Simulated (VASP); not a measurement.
Input of a VASP 6.6.1 run:

Contents of INCAR:

```
SYSTEM = Ga3Se
PREC     = Accurate       ! precision mode
ENCUT    = 520            ! plane-wave cutoff, eV
EDIFF    = 1E-7           ! SCF threshold, eV
ISMEAR   = 1              ! smearing method
SIGMA    = 0.1            ! smearing width, eV
LREAL    = .False.        ! projectors in reciprocal space
LASPH    = .True.         ! aspherical terms in the spheres
NELM     = 60             ! most SCF steps
ALGO     = Normal         ! electronic algorithm
ISIF     = 2              ! what is computed and relaxed
LWAVE    = .False.        ! write WAVECAR
LCHARG   = .False.        ! write CHGCAR
GGA      = CA             ! functional
NBANDS   = 30             ! bands
```

The input KPOINTS:

```
regular mesh
0
Gamma
  3 3 3
  0 0 0
```

File POSCAR:

```
Ga3Se
1.0
    4.4324650000      0.0000000000      0.0000000000
    0.0000000000      4.4324650000      0.0000000000
    0.0000000000      0.0000000000      4.4324650000
Ga Se
3 1
Direct
    0.0000000000      0.5000000000      0.5000000000
    0.5000000000      0.0000000000      0.5000000000
    0.5000000000      0.5000000000      0.0000000000
    0.0000000000      0.0000000000      0.0000000000
```

Potentials or basis: VASP PAW LDA potentials, release 64 (Ga_d, Se).

Command:

```sh
$ cat potpaw_LDA.64/Ga_d/POTCAR potpaw_LDA.64/Se/POTCAR > POTCAR
$ mpirun -np 1 vasp_std > vasp.out
```

Question: Estimate the pressure.

Answer: -4.6 GPa.

Caveat: the k points lie up to 0.47 Å⁻¹ apart.
